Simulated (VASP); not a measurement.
# GaN (Fm-3m) in VASP: further runs

Runs on GaN. Level: LDA. Tasks: single point.

Program: VASP 6.6.1. These are calculated values, not measurements. Logs are shortened: lines on timing, memory, paths and dates and some standing lists are left out, and cuts for length are marked.

### 1 The cell of the first run

The structure is cubic, space group Fm-3m (No. 225). The conventional cell has a = 4.182 Å, b = 4.182 Å, c = 4.182 Å, α = 90.00°, β = 90.00°, γ = 90.00°. Within 2.8 Å of Ga (site symmetry m-3m) lie 6 N at 2.09 Å. N (site symmetry m-3m) has 6 Ga at 2.09 Å within 2.8 Å.

### 2 Single point, LDA

Contents of INCAR:

```
PREC     = Accurate       # precision mode
ENCUT    = 600            # plane-wave cutoff, eV
EDIFF    = 1E-6           # SCF threshold, eV
ISMEAR   = 0              # smearing method
SIGMA    = 0.1            # smearing width, eV
LREAL    = F              # projectors in reciprocal space
LASPH    = T              # aspherical terms in the spheres
NELM     = 120            # most SCF steps
ALGO     = Normal         # electronic algorithm
ISIF     = 2              # what is computed and relaxed
LWAVE    = F              # write WAVECAR
LCHARG   = T              # write CHGCAR
GGA      = CA             # functional
LELF     = T              # ELF
LVHAR    = T            
NBANDS   = 16             # bands
GGA_COMPAT= F
```

Contents of KPOINTS:

```
Automatic mesh
0
Gamma
  8 8 8
```

Contents of POSCAR:

```
GaN
1.0
    0.0000000000      2.0910323418      2.0910323418
    2.0910323418      0.0000000000      2.0910323418
    2.0910323418      2.0910323418      0.0000000000
Ga N
1 1
Direct
    0.0000000000      0.0000000000      0.0000000000
    0.5000000000      0.5000000000      0.5000000000
```

Potentials or basis: VASP PAW LDA potentials, release 64 (Ga_d, N).

The run is started by

```bash
$ cat potpaw_LDA.64/Ga_d/POTCAR potpaw_LDA.64/N/POTCAR > POTCAR
$ mpirun -np 1 vasp_std > vasp.out
```

OUTCAR:

```text
PREC = Accurate
   ENCUT = 600
   EDIFF = 1E-6
   ISMEAR = 0
   LREAL = F
   LASPH = T
   NELM = 120
   ISIF = 2
   GGA = CA

 ion  position               nearest neighbor table
   1  0.000  0.000  0.000-   2 2.09   2 2.09   2 2.09   2 2.09   2 2.09   2 2.09
   2  0.500  0.500  0.500-   1 2.09   1 2.09   1 2.09   1 2.09   1 2.09   1 2.09

  LATTYP: Found a face centered cubic cell.
 ALAT       =     4.1820646836

  Lattice vectors:

 A1 = (   0.0000000000,   2.0910323418,   2.0910323418)
 A2 = (   2.0910323418,   0.0000000000,   2.0910323418)
 A3 = (   2.0910323418,   2.0910323418,   0.0000000000)

Analysis of symmetry for initial positions (statically):
=====================================================================
 Subroutine PRICEL returns:
 Original cell was already a primitive cell.

 Routine SETGRP: Setting up the symmetry group for a
 face centered cubic supercell.

 Subroutine GETGRP returns: Found 48 space group operations
 (whereof 48 operations were pure point group operations)
 out of a pool of 48 trial point group operations.

The static configuration has the point symmetry O_h .

Analysis of symmetry for dynamics (positions and initial velocities):
=====================================================================
 Subroutine PRICEL returns:
 Original cell was already a primitive cell.

 Routine SETGRP: Setting up the symmetry group for a
 face centered cubic supercell.

 Subroutine GETGRP returns: Found 48 space group operations
 (whereof 48 operations were pure point group operations)
 out of a pool of 48 trial point group operations.

The dynamic configuration has the point symmetry O_h .

 Subroutine INISYM returns: Found 48 space group operations
 (whereof 48 operations are pure point group operations),
 and found     1 'primitive' translations

----------------------------------------------------------------------------------------

                                     Primitive cell

  volume of cell :      18.2857

  direct lattice vectors                    reciprocal lattice vectors
     0.000000000  2.091032342  2.091032342    -0.239116340  0.239116340  0.239116340
     2.091032342  0.000000000  2.091032342     0.239116340 -0.239116340  0.239116340
     2.091032342  2.091032342  0.000000000     0.239116340  0.239116340 -0.239116340

  length of vectors
     2.957166297  2.957166297  2.957166297     0.414161649  0.414161649  0.414161649

  position of ions in fractional coordinates (direct lattice)
     0.000000000  0.000000000  0.000000000
     0.500000000  0.500000000  0.500000000

  ion indices of the primitive-cell ions
   primitive index   ion index
                 1           1
                 2           2

----------------------------------------------------------------------------------------

 KPOINTS: Automatic mesh

Automatic generation of k-mesh.
 Grid dimensions read from file:
 generate k-points for:    8    8    8

 Generating k-lattice:

  Cartesian coordinates                     Fractional coordinates (reciprocal lattice)
    -0.029889542  0.029889542  0.029889542     0.125000000  0.000000000  0.000000000
     0.029889542 -0.029889542  0.029889542     0.000000000  0.125000000  0.000000000
     0.029889542  0.029889542 -0.029889542     0.000000000  0.000000000  0.125000000

  Length of vectors
     0.051770206  0.051770206  0.051770206

  Shift w.r.t. Gamma in fractional coordinates (k-lattice)
     0.000000000  0.000000000  0.000000000

 Subroutine IBZKPT returns following result:
 ===========================================

 Found     29 irreducible k-points:

 Following reciprocal coordinates:
            Coordinates               Weight
  0.000000  0.000000  0.000000      1.000000
  0.125000  0.000000  0.000000      8.000000
  0.250000  0.000000  0.000000      8.000000
  0.375000  0.000000  0.000000      8.000000
  0.500000  0.000000  0.000000      4.000000
  0.125000  0.125000  0.000000      6.000000
[... 16 lines left out ...]
  0.500000  0.250000  0.125000     48.000000
 -0.375000  0.250000  0.125000     24.000000
 [... further k-points ...]
   k-points           NKPTS =     29   k-points in BZ     NKDIM =     29   number of bands    NBANDS=     16
   number of dos      NEDOS =    301   number of ions     NIONS =      2
   total plane-waves  NPLWV =  13824
   dimension x,y,z NGX =    24 NGY =   24 NGZ =   24
   dimension x,y,z NGXF=    48 NGYF=   48 NGZF=   48
   ions per type =               1   1
   NGX,Y,Z   is equivalent  to a cutoff of  13.49, 13.49, 13.49 a.u.
   NGXF,Y,Z  is equivalent  to a cutoff of  26.98, 26.98, 26.98 a.u.
 SYSTEM =  unknown system
   PREC   = accura    normal or accurate (medium, high low for compatibility)
   ISTART =      0    job   : 0-new  1-cont  2-samecut
   ICHARG =      2    charge: 1-file 2-atom 10-const
   ISPIN  =      1    spin polarized calculation?
   LNONCOLLINEAR =      F non collinear calculations
   LSORBIT =      F    spin-orbit coupling
   LASPH  =      T    aspherical Exc in radial PAW
   ENCUT  =  600.0 eV  44.10 Ry    6.64 a.u.   5.91  5.91  5.91*2*pi/ulx,y,z
   NELM   =    120;   NELMIN=  2; NELMDL= -5     # of ELM steps
   EDIFF  = 0.1E-05   stopping-criterion for ELM
   LREAL  =      F    real-space projection
   EDIFFG = 0.1E-04   stopping-criterion for IOM
   NSW    =      0    number of steps for IOM
   IBRION =     -1    ionic relax: 0-MD 1-quasi-New 2-CG
   NFREE  =      0    steps in history (QN), initial steepest desc. (CG)
   ISIF   =      2    stress and relaxation
   ISYM   =      2    0-nonsym 1-usesym 2-fastsym
   POTIM  = 0.5000    time-step for ionic-motion
   TEBEG  =    0.0;   TEEND  =   0.0 temperature during run
   PSTRESS=    0.0 pullay stress
   NELECT =      18.0000    total number of electrons
   NUPDOWN=      -1.0000    fix difference up-down
   EMIN   =  10.00;   EMAX   =-10.00  energy-range for DOS
   EFERMI =   0.00;   METHOD = LEGACY
   ISMEAR =     0;   SIGMA  =   0.10  broadening in eV -4-tet -1-fermi 0-gaus
   EFERMI_NEDOS =   21; number of points for ismear=-14 and -15
   IALGO  =     38    algorithm
   IMIX   =      4    mixing-type and parameters
     AMIX     =   0.40;   BMIX     =  1.00
     AMIX_MAG =   1.60;   BMIX_MAG =  1.00
  volume/ion in A,a.u.               =       9.14        61.70
  Fermi-wavevector in a.u.,A,eV,Ry     =   1.628527  3.077469 36.084006  2.652100
  Thomas-Fermi vector in A             =   2.721143
   LORBIT       =      0    0 simple, 1 ext, 2 COOP (PROOUT), +10 PAW based schemes
   GGA     = CA    functional components
   LHFCALC =     F    Hartree Fock is set to
   AEXX    =    0.0000 exact exchange contribution
   IVDW    =     0    specifies the selected vdW correction
   LEPSILON=     F    determine dielectric tensor
   LRPA    =     F    only Hartree local field effects (RPA)
 non-spin polarized calculation
 Gauss-broadening in eV      SIGMA  =   0.10
  energy-cutoff  :      600.00
  volume of cell :       18.29
 maximum number of plane-waves:       620
   NGX = 11   NGY = 11   NGZ = 11

 number of electron      17.9999999 magnetization

 Free energy of the ion-electron system (eV)
  ---------------------------------------------------
  ext. energy  EPLUGINS =         0.00000000
  ---------------------------------------------------
  free energy    TOTEN  =       -13.08135990 eV

  energy without entropy =      -13.08135982  energy(sigma->0) =      -13.08135986

 E-fermi :   8.4045     XC(G=0): -13.6623

 val. band max:        8.0724692847   @ k =  -0.2500   0.1250   0.0000
 cond. band min:       8.7050795312   @ k =   0.5000   0.5000   0.0000
 fundamental gap:      0.6326102465
 Fermi energy:         8.4044924420

 k-point     1 :       0.0000    0.0000    0.0000
  band No.  band energies     occupation
      1      -9.4378      2.00000
      2      -6.0048      2.00000
      3      -6.0048      2.00000
      4      -6.0048      2.00000
      5      -5.8987      2.00000
      6      -5.8987      2.00000
[... 8 lines left out ...]
     15      24.0702      0.00000
     16      24.0702      0.00000

 k-point     2 :       0.1250    0.0000    0.0000
  band No.  band energies     occupation
      1      -9.1200      2.00000
      2      -6.0186      2.00000
      3      -5.9932      2.00000
      4      -5.9932      2.00000
      5      -5.9158      2.00000
      6      -5.9158      2.00000
[... 8 lines left out ...]
     15      24.3865      0.00000
     16      24.3865      0.00000

 k-point     3 :       0.2500    0.0000    0.0000
  band No.  band energies     occupation
      1      -8.2182      2.00000
      2      -6.0553      2.00000
      3      -6.0553      2.00000
      4      -6.0505      2.00000
      5      -5.8652      2.00000
      6      -5.8652      2.00000
[... 8 lines left out ...]
     15      26.1280      0.00000
     16      26.1280      0.00000

 k-point     4 :       0.3750    0.0000    0.0000
  band No.  band energies     occupation
      1      -6.9720      2.00000
      2      -6.1427      2.00000
      3      -6.1427      2.00000
      4      -6.0775      2.00000
      5      -5.7869      2.00000
      6      -5.7869      2.00000
[... 8 lines left out ...]
     15      28.8985      0.00000
     16      28.8985      0.00000
[... 324 lines left out ...]
 k-point    22 :       0.3750    0.2500    0.1250
  band No.  band energies     occupation
      1      -7.7626      2.00000
      2      -6.0816      2.00000
      3      -6.0284      2.00000
      4      -5.9514      2.00000
      5      -5.8668      2.00000
      6      -5.6019      2.00000
[... 8 lines left out ...]
     15      29.5635      0.00000
     16      29.9868      0.00000

 k-point    23 :       0.5000    0.2500    0.1250
  band No.  band energies     occupation
      1      -7.2508      2.00000
      2      -6.1088      2.00000
      3      -6.0393      2.00000
      4      -5.9606      2.00000
      5      -5.7840      2.00000
      6      -4.9155      2.00000
[... 8 lines left out ...]
     15      29.5846      0.00000
     16      31.1112      0.00000

 k-point    24 :      -0.3750    0.2500    0.1250
  band No.  band energies     occupation
      1      -7.1015      2.00000
      2      -6.1395      2.00000
      3      -6.0419      2.00000
      4      -5.9527      2.00000
      5      -5.7495      2.00000
      6      -4.3009      2.00000
[... 8 lines left out ...]
     15      27.3114      0.00000
     16      32.0021      0.00000

 [... further k-points ...]

------------------------ aborting loop because EDIFF is reached ----------------------------------------

  FORCE on cell =-STRESS in cart. coord.  units (eV):
  Direction    XX          YY          ZZ          XY          YZ          ZX
  --------------------------------------------------------------------------------------
  -------------------------------------------------------------------------------------
  Total        0.1193976      0.1193976      0.1193976     -0.0000000      0.0000000     -0.0000000
  in kB       10.4615018     10.4615018     10.4615018     -0.0000000      0.0000000     -0.0000000
  external PRESSURE =      10.4615018 kB  Pullay stress =       0.0000000 kB

 VOLUME and BASIS-vectors are now :
 -----------------------------------------------------------------------------
  energy-cutoff  :      600.00
  volume of cell :       18.29
      direct lattice vectors                 reciprocal lattice vectors
     0.000000000  2.091032342  2.091032342    -0.239116340  0.239116340  0.239116340
     2.091032342  0.000000000  2.091032342     0.239116340 -0.239116340  0.239116340
     2.091032342  2.091032342  0.000000000     0.239116340  0.239116340 -0.239116340

 POSITION                                       TOTAL-FORCE (eV/Angst)
 -----------------------------------------------------------------------------------
      0.00000      0.00000      0.00000         0.000000     -0.000000     -0.000000
      2.09103      2.09103      2.09103        -0.000000      0.000000      0.000000
 -----------------------------------------------------------------------------------
    total drift:                                0.000000     -0.000000     -0.000000

  FREE ENERGIE OF THE ION-ELECTRON SYSTEM (eV)
  ---------------------------------------------------
  free  energy   TOTEN  =       -13.0813598996 eV

  energy  without entropy=      -13.0813598171  energy(sigma->0) =      -13.08135986
```

Run time: 11 s. Hardware: 1 thread of AMD EPYC 7R43 (Zen 3), shared host; peak memory 0.1 GiB.

What came out:

```yaml
Free_energy: -13.0814 eV
Pressure: 1.0 GPa
Band_gap_on_the_k_mesh: 0.63 eV (least direct gap 3.24 eV)
```

(Continued in part 2 of 2.)
